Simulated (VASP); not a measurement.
Set up this calculation in VASP 6.6.1, as the native input.

```
Task                   : single point
Functional             : PBE
Potentials or basis    : VASP PAW PBE potentials, release 64 (Ti_sv)
Cutoff                 : 520 eV
k mesh                 : 12 × 12 × 14
Occupations            : gaussian, width 0.15 eV
Spin                   : no spin polarisation
Dipole correction      : no
Further INCAR settings : ALGO = Fast; EDIFF = 1e-07; NBANDS = 25
```

The structure of Ti lies in POSCAR:

```
Ti
1.0
    4.6859000000      0.0000000000      0.0000000000
   -2.3429500000      4.0581084396      0.0000000000
    0.0000000000      0.0000000000      3.1716000000
Ti
3
Direct
    0.0000000000      0.0000000000      0.0000000000
    0.3333333333      0.6666666667      0.5000000000
    0.6666666667      0.3333333333      0.5000000000
```

This isn't the form of Ti at room conditions, which is hcp.

One way to write it, as run:

INCAR

```
SYSTEM = Ti
PREC = Accurate
ENCUT = 520
EDIFF = 1E-7
ISMEAR = 0
SIGMA = 0.15
LREAL = .FALSE.
LASPH = .TRUE.
NELM = 100
ALGO = Fast
ISIF = 2
LWAVE = .FALSE.
LCHARG = .FALSE.
GGA = PE
NBANDS = 25
```

KPOINTS

```
regular mesh
0
G
  12 12 14
  0 0 0
```

Potentials or basis: VASP PAW PBE potentials, release 64 (Ti_sv).

Run with:

```console
$ cat potpaw_PBE.64/Ti_sv/POTCAR > POTCAR
$ mpirun -np 1 vasp_std > vasp.out
```

Results of the run:

```json
{"Pressure": "-12.9 GPa", "Band gap on the k mesh": "zero (bands 18 and 19 overlap by 0.49 eV)"}
```

Caveat: the cell stands under tension.

Wall time 10 min on 1 thread of AMD EPYC 9R45 96-Core Processor (Zen 5) (shared host), peak memory 0.27 GiB.
